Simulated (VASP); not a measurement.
Wanted: the native input for a VASP 6.6.1 run.

```
Task                   : single point
Functional             : r2SCAN
Potentials or basis    : VASP PAW PBE potentials, release 64 (W_sv, Se)
Cutoff                 : 520 eV
k mesh                 : 12 × 12 × 2
Occupations            : gaussian, width 0.01 eV
Spin                   : no spin polarisation
Dipole correction      : no
Further INCAR settings : ALGO = Normal; EDIFF = 1e-07; NBANDS = 35
```

The system is WSe2.

```
W Se
1.0
     3.29967    0.00000    0.00000
    -1.64983    2.85760    0.00000
     0.00000    0.00000   12.88573
W Se
2 4
Cartesian
  0.0000 1.9051 3.2214
  1.6498 0.9525 9.6643
  1.6498 0.9525 4.8839
  1.6498 0.9525 1.5590
  0.0000 1.9051 11.3267
  0.0000 1.9051 8.0018
```

This cell differs from its parent crystal: uniaxial z strain -2.0%.

These files were run (other wordings do the same):

POSCAR

```
WSe2
1.0
    3.2996674462      0.0000000000      0.0000000000
   -1.6498337231      2.8575958324      0.0000000000
    0.0000000000      0.0000000000     12.8857268896
W Se
2 4
Direct
    0.3333333333      0.6666666667      0.2500000000
    0.6666666667      0.3333333333      0.7500000000
    0.6666666667      0.3333333333      0.3790146247
    0.6666666667      0.3333333333      0.1209853753
    0.3333333333      0.6666666667      0.8790146247
    0.3333333333      0.6666666667      0.6209853753
```

INCAR.step1

```
ALGO     = Normal         # electronic algorithm
EDIFF    = 1E-4           # SCF threshold, eV
ENCUT    = 520            # plane-wave cutoff, eV
GGA      = PE             # functional
ISMEAR   = 0              # smearing method
LASPH    = T              # aspherical terms in the spheres
LCHARG   = F              # write CHGCAR
LREAL    = F              # projectors in reciprocal space
LWAVE    = T              # write WAVECAR
NBANDS   = 35             # bands
NELM     = 80             # most SCF steps
PREC     = Accurate       # precision mode
SIGMA    = 0.01           # smearing width, eV
```

INCAR.step2

```
ALGO     = Normal         # electronic algorithm
EDIFF    = 1E-7           # SCF threshold, eV
ENCUT    = 520            # plane-wave cutoff, eV
ISIF     = 2              # what is computed and relaxed
ISMEAR   = 0              # smearing method
ISTART   = 1            
LASPH    = T              # aspherical terms in the spheres
LCHARG   = F              # write CHGCAR
LMIXTAU  = T            
LREAL    = F              # projectors in reciprocal space
LWAVE    = F              # write WAVECAR
METAGGA  = R2SCAN         # meta-GGA
NBANDS   = 35             # bands
NELM     = 80             # most SCF steps
PREC     = Accurate       # precision mode
SIGMA    = 0.01           # smearing width, eV
```

KPOINTS

```
k-points
0
Gamma
  12 12 2
```

Potentials or basis: VASP PAW PBE potentials, release 64 (W_sv, Se).

Launch:

```bash
$ cat potpaw_PBE.64/W_sv/POTCAR potpaw_PBE.64/Se/POTCAR > POTCAR
$ cp INCAR.step1 INCAR
$ mpirun -np 1 vasp_std > vasp.out
$ cp INCAR.step2 INCAR
$ mpirun -np 1 vasp_std > vasp.out
```

Results of the run:

The pressure is 2.3 GPa and the largest force is 0.006 eV/Å. The band gap on the k mesh is 1.06 eV (least direct gap 1.59 eV).

Caveat: the cell differs from its parent crystal (uniaxial z strain -2.0%); the PAW data sets were made with another functional, which shifts forces and pressure a little; spin-orbit coupling is left out, which moves the levels of the heavy elements.

Run time: 5.1 min on 1 thread of Intel(R) Xeon(R) 6975P-C (Granite Rapids), on a shared host, peak memory 0.37 GiB.
